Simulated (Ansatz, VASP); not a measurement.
## Two plane-wave programs on Ti

INCAR

```
SYSTEM = Ti
  PREC = Accurate
  ENCUT = 520
  EDIFF = 1E-6
  ISMEAR = 0
  SIGMA = 0.1
  LREAL = .FALSE.
  LASPH = .TRUE.
  NELM = 80
  ALGO = Normal
  ISIF = 2
  LWAVE = .FALSE.
  LCHARG = .TRUE.
  GGA = PS
  LELF = .TRUE.
  LVHAR = .TRUE.
  NBANDS = 12
```

KPOINTS

```
Automatic mesh
0
G
  18 18 18
  0 0 0
```

Contents of POSCAR:

```
Ti
1.0
    0.0000000000      2.0074356988      2.0074356988
    2.0074356988      0.0000000000      2.0074356988
    2.0074356988      2.0074356988      0.0000000000
Ti
1
Direct
    0.0000000000      0.0000000000      0.0000000000
```

Input for Ansatz:

```yaml
crystal:
  lattice:
    - [0.0, 2.0074356987, 2.0074356987]
    - [2.0074356987, 0.0, 2.0074356987]
    - [2.0074356987, 2.0074356987, 0.0]
  atoms:
    - { symbol: Ti, position: [0.0, 0.0, 0.0] }
basis:
  ecutwfc: 420
kpoints:
  mp_grid: { grid: [18, 18, 18] }
hamiltonian:
  xc: pbesol
scf:
  occupations: { method: gaussian, width: 0.1 }
output:
  forces: true
  stress: true
  eigenvalues: true
```

Alike in both runs: task single point; functional PBEsol; k mesh 18 × 18 × 18; occupations gaussian, width 0.1 eV; no spin polarisation.

|  | VASP | Ansatz |
| --- | --- | --- |
| version | VASP 6.6.1 | Ansatz 0.2.0 |
| potentials or method | VASP PAW PBE potentials, release 64 (Ti_sv), cutoff 520 eV | scalar-relativistic, plane waves, PAW |
| valence electrons in the cell | 12 | 12 |

Ansatz gave:

- gap on the k mesh at the Fermi level (eV): none
- pressure (GPa): 3.7

Task: What did VASP give for the same quantities?

Result: gap on the k mesh at the Fermi level (eV): none; pressure (GPa): 3.3.

VASP's potentials were made for PBE, not for PBEsol. A gap of «none» marks a metal or a gap that the smearing closes. The functional is the same, so the differences come from potentials, cutoffs and numerics.
